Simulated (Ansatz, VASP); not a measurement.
## Sc3H2 in VASP and in Ansatz

```
Sc H
1.0
     3.23514    0.00000    0.00000
    -1.61757    2.80171    0.00000
     0.00000    0.00000    7.91244
Sc H
3 2
Direct
  0.00000 0.00000 0.00000
  0.33333 0.66667 0.66906
  0.66667 0.33333 0.33094
  0.33333 0.66667 0.15810
  0.66667 0.33333 0.84190
```

Alike in both runs: functional PBE; k mesh 6 × 6 × 4; occupations gaussian, width 0.1 eV; no spin polarisation.

Ansatz relaxed the structure, and its values are those at the end. VASP's run is a single point on that final structure, the one shown.

|  | VASP | Ansatz |
| --- | --- | --- |
| version | VASP 6.6.1 | Ansatz 0.2.0 |
| potentials or method | VASP PAW PBE potentials, release 64 (Sc_sv, H), cutoff 520 eV | scalar-relativistic, plane waves, PAW |
| valence electrons in the cell | 35 | 35 |

```csv
,VASP,Ansatz,Ansatz less VASP
gap on the k mesh at the Fermi level (eV),none,none,-
pressure (GPa),0.1,0.1,-0.06
rms of the force components (eV/Å),0.005,0.003,-0.0024
```

A gap of «none» marks a metal or a gap that the smearing closes. The functional is the same, so the differences come from potentials, cutoffs and numerics.

The k mesh is coarse, so the values compare programs but aren't converged.
